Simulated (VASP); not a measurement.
# Cr (Pm-3n) in VASP: single point with r2SCAN

Aim: the single point of Cr with r2SCAN.

Program: VASP 6.6.1. These are calculated values, not measurements. Logs are shortened: lines on timing, memory, paths and dates and some standing lists are left out, and cuts for length are marked.

**1. The cell of the first run**

Symmetry: Pm-3n, No. 223, cubic system. The conventional cell has a = 4.734 Å, b = 4.734 Å, c = 4.734 Å, α = 90.00°, β = 90.00°, γ = 90.00°. Cr (site symmetry m-3) has 12 Cr at 2.65 Å within 3.5 Å. Cr (site symmetry -4m2) has 14 Cr at 2.37 to 2.90 Å within 3.1 Å.

**2. Single point, r2SCAN, collinear spin, ferromagnetic start**

Contents of POSCAR:

```
Cr
1.0
    4.7339433259      0.0000000000      0.0000000000
    0.0000000000      4.7339433259      0.0000000000
    0.0000000000      0.0000000000      4.7339433259
Cr
8
Direct
    0.5000000000      0.5000000000      0.5000000000
    0.0000000000      0.0000000000      0.0000000000
    0.2500000000      0.0000000000      0.5000000000
    0.5000000000      0.2500000000      0.0000000000
    0.5000000000      0.7500000000      0.0000000000
    0.7500000000      0.0000000000      0.5000000000
    0.0000000000      0.5000000000      0.7500000000
    0.0000000000      0.5000000000      0.2500000000
```

Contents of INCAR.step1:

```
ALGO     = Normal         # electronic algorithm
EDIFF    = 1E-4           # SCF threshold, eV
ENCUT    = 520            # plane-wave cutoff, eV
GGA      = PE             # functional
ISMEAR   = 0              # smearing method
ISPIN    = 2              # spin polarisation
LASPH    = True           # aspherical terms in the spheres
LCHARG   = False          # write CHGCAR
LMAXMIX  = 4              # l up to which the mixer works
LREAL    = False          # projectors in reciprocal space
LWAVE    = True           # write WAVECAR
MAGMOM   = 3 3 3 3 3 3 3 3 # initial moments
NBANDS   = 62             # bands
NELM     = 150            # most SCF steps
PREC     = Accurate       # precision mode
SIGMA    = 0.1            # smearing width, eV
```

Contents of INCAR.step2:

```
ALGO     = Normal         # electronic algorithm
EDIFF    = 1E-7           # SCF threshold, eV
ENCUT    = 520            # plane-wave cutoff, eV
ISIF     = 2              # what is computed and relaxed
ISMEAR   = 0              # smearing method
ISPIN    = 2              # spin polarisation
ISTART   = 1            
LASPH    = True           # aspherical terms in the spheres
LCHARG   = False          # write CHGCAR
LMAXMIX  = 4              # l up to which the mixer works
LMIXTAU  = True         
LORBIT   = 11             # projections on sites
LREAL    = False          # projectors in reciprocal space
LWAVE    = False          # write WAVECAR
MAGMOM   = 3 3 3 3 3 3 3 3 # initial moments
METAGGA  = R2SCAN         # meta-GGA
NBANDS   = 62             # bands
NELM     = 150            # most SCF steps
PREC     = Accurate       # precision mode
SIGMA    = 0.1            # smearing width, eV
```

Contents of KPOINTS:

```
k-points
0
Gamma
  4 4 4
```

Potentials or basis: VASP PAW PBE potentials, release 64 (Cr_pv).

On the command line:

```sh
$ cat potpaw_PBE.64/Cr_pv/POTCAR > POTCAR
$ cp INCAR.step1 INCAR
$ mpirun -np 1 vasp_std > vasp.out
$ cp INCAR.step2 INCAR
$ mpirun -np 1 vasp_std > vasp.out
```

OUTCAR:

```text
EDIFF = 1E-7
   ENCUT = 520
   ISIF = 2
   ISMEAR = 0
   ISPIN = 2
   ISTART = 1
   LASPH = True
   LORBIT = 11
   LREAL = False
   METAGGA = R2SCAN
   NELM = 150
   PREC = Accurate

 ion  position               nearest neighbor table
   1  0.500  0.500  0.500-   3 2.65   4 2.65   5 2.65   6 2.65   7 2.65   8 2.65   4 2.65   5 2.65
                             3 2.65   6 2.65   7 2.65   8 2.65
   2  0.000  0.000  0.000-   3 2.65   4 2.65   5 2.65   6 2.65   7 2.65   8 2.65   3 2.65   6 2.65
                             7 2.65   8 2.65   4 2.65   5 2.65
   3  0.250  0.000  0.500-   6 2.37   6 2.37   1 2.65   2 2.65   1 2.65   2 2.65   8 2.90   5 2.90
                             4 2.90   5 2.90   4 2.90   7 2.90   8 2.90   7 2.90
   4  0.500  0.250  0.000-   5 2.37   5 2.37   1 2.65   1 2.65   2 2.65   2 2.65   8 2.90   3 2.90
                             3 2.90   6 2.90   6 2.90   7 2.90   7 2.90   8 2.90
   5  0.500  0.750  0.000-   4 2.37   4 2.37   1 2.65   1 2.65   2 2.65   2 2.65   8 2.90   3 2.90
                             3 2.90   6 2.90   6 2.90   7 2.90   7 2.90   8 2.90
   6  0.750  0.000  0.500-   3 2.37   3 2.37   1 2.65   2 2.65   1 2.65   2 2.65   8 2.90   4 2.90
                             4 2.90   5 2.90   5 2.90   7 2.90   8 2.90   7 2.90
   7  0.000  0.500  0.750-   8 2.37   8 2.37   1 2.65   2 2.65   2 2.65   1 2.65   3 2.90   4 2.90
                             5 2.90   3 2.90   6 2.90   6 2.90   4 2.90   5 2.90
   8  0.000  0.500  0.250-   7 2.37   7 2.37   1 2.65   2 2.65   2 2.65   1 2.65   3 2.90   4 2.90
                             5 2.90   3 2.90   6 2.90   6 2.90   4 2.90   5 2.90

  LATTYP: Found a simple cubic cell.
 ALAT       =     4.7339433259

  Lattice vectors:

 A1 = (   4.7339433259,   0.0000000000,   0.0000000000)
 A2 = (   0.0000000000,   4.7339433259,   0.0000000000)
 A3 = (   0.0000000000,   0.0000000000,   4.7339433259)

Analysis of symmetry for initial positions (statically):
=====================================================================
 Subroutine PRICEL returns:
 Original cell was already a primitive cell.

 Routine SETGRP: Setting up the symmetry group for a
 simple cubic supercell.

 Subroutine GETGRP returns: Found 48 space group operations
 (whereof 24 operations were pure point group operations)
 out of a pool of 48 trial point group operations.

The static configuration has the point symmetry T_h .
 The point group associated with its full space group is O_h .

Analysis of symmetry for dynamics (positions and initial velocities):
=====================================================================
 Subroutine PRICEL returns:
 Original cell was already a primitive cell.

 Routine SETGRP: Setting up the symmetry group for a
 simple cubic supercell.

 Subroutine GETGRP returns: Found 48 space group operations
 (whereof 24 operations were pure point group operations)
 out of a pool of 48 trial point group operations.

The dynamic configuration has the point symmetry T_h .
 The point group associated with its full space group is O_h .

Analysis of structural, dynamic, and magnetic symmetry:
=====================================================================
 Subroutine PRICEL returns:
 Original cell was already a primitive cell.

 Routine SETGRP: Setting up the symmetry group for a
 simple cubic supercell.

 Subroutine GETGRP returns: Found 48 space group operations
 (whereof 24 operations were pure point group operations)
 out of a pool of 48 trial point group operations.

The overall configuration has the point symmetry T_h .
 The point group associated with its full space group is O_h .

 Subroutine INISYM returns: Found 48 space group operations
 (whereof 24 operations are pure point group operations),
 and found     1 'primitive' translations

----------------------------------------------------------------------------------------

                                     Primitive cell

  volume of cell :     106.0887

  direct lattice vectors                    reciprocal lattice vectors
     4.733943326  0.000000000  0.000000000     0.211240383  0.000000000  0.000000000
     0.000000000  4.733943326  0.000000000     0.000000000  0.211240383  0.000000000
     0.000000000  0.000000000  4.733943326     0.000000000  0.000000000  0.211240383

  length of vectors
     4.733943326  4.733943326  4.733943326     0.211240383  0.211240383  0.211240383
[... 67 lines left out ...]
   NGXF,Y,Z  is equivalent  to a cutoff of  25.28, 25.28, 25.28 a.u.
 SYSTEM =  unknown system
   PREC   = accura    normal or accurate (medium, high low for compatibility)
   ISTART =      1    job   : 0-new  1-cont  2-samecut
   ICHARG =      0    charge: 1-file 2-atom 10-const
   ISPIN  =      2    spin polarized calculation?
   LNONCOLLINEAR =      F non collinear calculations
   LSORBIT =      F    spin-orbit coupling
   LASPH  =      T    aspherical Exc in radial PAW
   ENCUT  =  520.0 eV  38.22 Ry    6.18 a.u.   8.80  8.80  8.80*2*pi/ulx,y,z
   NELM   =    150;   NELMIN=  2; NELMDL=  0     # of ELM steps
   EDIFF  = 0.1E-06   stopping-criterion for ELM
   LREAL  =      F    real-space projection
   EDIFFG = 0.1E-05   stopping-criterion for IOM
   NSW    =      0    number of steps for IOM
   IBRION =     -1    ionic relax: 0-MD 1-quasi-New 2-CG
   NFREE  =      0    steps in history (QN), initial steepest desc. (CG)
   ISIF   =      2    stress and relaxation
   ISYM   =      2    0-nonsym 1-usesym 2-fastsym
   POTIM  = 0.5000    time-step for ionic-motion
   TEBEG  =    0.0;   TEEND  =   0.0 temperature during run
   PSTRESS=    0.0 pullay stress
   NELECT =      96.0000    total number of electrons
   NUPDOWN=      -1.0000    fix difference up-down
   EMIN   =  10.00;   EMAX   =-10.00  energy-range for DOS
   EFERMI =   0.00;   METHOD = LEGACY
   ISMEAR =     0;   SIGMA  =   0.10  broadening in eV -4-tet -1-fermi 0-gaus
   EFERMI_NEDOS =   21; number of points for ismear=-14 and -15
   IALGO  =     38    algorithm
   IMIX   =      4    mixing-type and parameters
     AMIX     =   0.40;   BMIX     =  1.00
     AMIX_MAG =   1.60;   BMIX_MAG =  1.00
  volume/ion in A,a.u.               =      13.26        89.49
  Fermi-wavevector in a.u.,A,eV,Ry     =   1.583466  2.992318 34.114784  2.507366
  Thomas-Fermi vector in A             =   2.683233
   LORBIT       =     11    0 simple, 1 ext, 2 COOP (PROOUT), +10 PAW based schemes
   METAGGA = R2SCAN    functional components
   LHFCALC =     F    Hartree Fock is set to
   AEXX    =    0.0000 exact exchange contribution
   IVDW    =     0    specifies the selected vdW correction
   LEPSILON=     F    determine dielectric tensor
   LRPA    =     F    only Hartree local field effects (RPA)
 spin polarized calculation
 Gauss-broadening in eV      SIGMA  =   0.10
  energy-cutoff  :      520.00
  volume of cell :      106.09
 maximum number of plane-waves:      2897
 NGX is ok and might be reduce to    36
   NGX = 17   NGY = 17   NGZ = 17

 number of electron      96.0000161 magnetization      -0.0009509

 Free energy of the ion-electron system (eV)
  ---------------------------------------------------
  ext. energy  EPLUGINS =         0.00000000
  ---------------------------------------------------
  free energy    TOTEN  =      -116.22359951 eV

  energy without entropy =     -116.18222651  energy(sigma->0) =     -116.20291301

 E-fermi :   8.9478     XC(G=0): -14.0854

 val. band max:        8.9386792025   @ k =   0.5000   0.5000   0.0000
 cond. band min:       8.9503562074   @ k =   0.5000   0.5000   0.0000
 fundamental gap:      0.0116770049
 Fermi energy:         8.9478303136

 spin component 1

 k-point     1 :       0.0000    0.0000    0.0000
  band No.  band energies     occupation
      1     -36.2429      1.00000
      2     -36.2429      1.00000
      3     -36.1693      1.00000
      4     -35.9878      1.00000
      5     -35.9878      1.00000
      6     -35.9878      1.00000
[... 619 lines left out ...]
     59      10.5162      0.00000
     60      10.5162      0.00000
 Fermi energy:         8.9478303136

 spin component 2

 k-point     1 :       0.0000    0.0000    0.0000
  band No.  band energies     occupation
      1     -36.2431      1.00000
      2     -36.2431      1.00000
      3     -36.1695      1.00000
      4     -35.9879      1.00000
      5     -35.9879      1.00000
      6     -35.9879      1.00000
[... 619 lines left out ...]
     59      10.5161      0.00000
     60      10.5161      0.00000
 [bands above 60 left out]

------------------------ aborting loop because EDIFF is reached ----------------------------------------

  FORCE on cell =-STRESS in cart. coord.  units (eV):
  Direction    XX          YY          ZZ          XY          YZ          ZX
  --------------------------------------------------------------------------------------
  -------------------------------------------------------------------------------------
  Total      -19.1831824    -19.1831824    -19.1831824      0.0000000     -0.0000000     -0.0000000
  in kB     -289.7090596   -289.7090596   -289.7090596      0.0000000     -0.0000000     -0.0000000
  external PRESSURE =    -289.7090596 kB  Pullay stress =       0.0000000 kB

 VOLUME and BASIS-vectors are now :
 -----------------------------------------------------------------------------
  energy-cutoff  :      520.00
  volume of cell :      106.09
      direct lattice vectors                 reciprocal lattice vectors
     4.733943326  0.000000000  0.000000000     0.211240383  0.000000000  0.000000000
     0.000000000  4.733943326  0.000000000     0.000000000  0.211240383  0.000000000
     0.000000000  0.000000000  4.733943326     0.000000000  0.000000000  0.211240383

 POSITION                                       TOTAL-FORCE (eV/Angst)
 -----------------------------------------------------------------------------------
      2.36697      2.36697      2.36697        -0.000000     -0.000000      0.000000
      0.00000      0.00000      0.00000        -0.000000     -0.000000      0.000000
      1.18349      0.00000      2.36697        -0.000000     -0.000000     -0.000000
      2.36697      1.18349      0.00000        -0.000000      0.000000     -0.000000
      2.36697      3.55046      0.00000        -0.000000     -0.000000      0.000000
      3.55046      0.00000      2.36697         0.000000      0.000000      0.000000
      0.00000      2.36697      3.55046         0.000000      0.000000     -0.000000
      0.00000      2.36697      1.18349         0.000000     -0.000000      0.000000
 -----------------------------------------------------------------------------------
    total drift:                                0.000000      0.000000     -0.000000

  FREE ENERGIE OF THE ION-ELECTRON SYSTEM (eV)
  ---------------------------------------------------
  free  energy   TOTEN  =      -116.2235995126 eV

  energy  without entropy=     -116.1822265099  energy(sigma->0) =     -116.20291301

 total charge

# of ion       s       p       d       tot
------------------------------------------
    1        0.705   6.356   4.031  11.092
    2        0.705   6.356   4.031  11.092
    3        0.681   6.335   4.047  11.062
    4        0.681   6.335   4.047  11.062
    5        0.681   6.335   4.047  11.062
    6        0.681   6.335   4.047  11.062
    7        0.681   6.335   4.047  11.062
    8        0.681   6.335   4.047  11.062
--------------------------------------------------
tot          5.494  50.721  32.343  88.558

 magnetization (x)

# of ion       s       p       d       tot
------------------------------------------
    1       -0.000  -0.000  -0.000  -0.000
    2       -0.000  -0.000  -0.000  -0.000
    3        0.000   0.000  -0.000   0.000
    4        0.000   0.000  -0.000   0.000
    5        0.000   0.000  -0.000   0.000
    6        0.000   0.000  -0.000   0.000
    7        0.000   0.000  -0.000   0.000
    8        0.000   0.000  -0.000   0.000
--------------------------------------------------
tot          0.000   0.000  -0.001  -0.001
```

It took 6.8 min on 1 thread of Intel Xeon Platinum 8488C (Sapphire Rapids), shared host; peak memory 0.3 GiB.

Results:

| Property | Result |
| --- | --- |
| Free energy | -116.2236 eV |
| Pressure | -29.0 GPa |
| Band gap on the k mesh | zero (filled and empty bands overlap) |
| Net moment | 0.00 μB per cell |
| Valence electrons inside the program's atomic spheres | Cr 11.09, 11.06 (each value once) |

Caveat: the cell stands under tension; the moments typed at the start vanished in this run; the PAW data sets were made with another functional, which shifts forces and pressure a little.
